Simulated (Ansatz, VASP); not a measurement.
**One calculation of CoSn3, two programs**

```
Sn Co
1.0
     4.39766    0.00000    0.00000
     0.00000    4.39766    0.00000
     0.00000    0.00000    4.39766
Sn Co
3 1
Direct
  0.00000 0.50000 0.50000
  0.50000 0.00000 0.50000
  0.50000 0.50000 0.00000
  0.00000 0.00000 0.00000
```

Alike in both runs: functional PBEsol; k mesh 10 × 10 × 10; occupations gaussian, width 0.1 eV; collinear spin.

Ansatz relaxed the structure, and its values are those at the end. VASP's run is a single point on that final structure, the one shown.

```csv
,VASP,Ansatz
version,VASP 6.6.1,Ansatz 0.2.0
potentials or method,"VASP PAW PBE potentials, release 64 (Sn_d, Co), cutoff 520 eV","scalar-relativistic, plane waves, PAW"
valence electrons in the cell,51,59
```

```csv
,VASP,Ansatz,Ansatz less VASP
gap on the k mesh at the Fermi level (eV),none,none,-
pressure (GPa),-0.1,0.0,+0.07
net moment per atom (μB),0.31,0.32,+0.005
size of the moment on the site where the two differ most (μB),1.29,1.33,+0.039
```

VASP's potentials were made for PBE, not for PBEsol. Site moments also hang on the region over which each program counts them. A gap of «none» marks a metal or a gap that the smearing closes. VASP's potentials hold 51 valence electrons a cell and Ansatz's 59, so a difference there can come from the potentials and not from the codes.
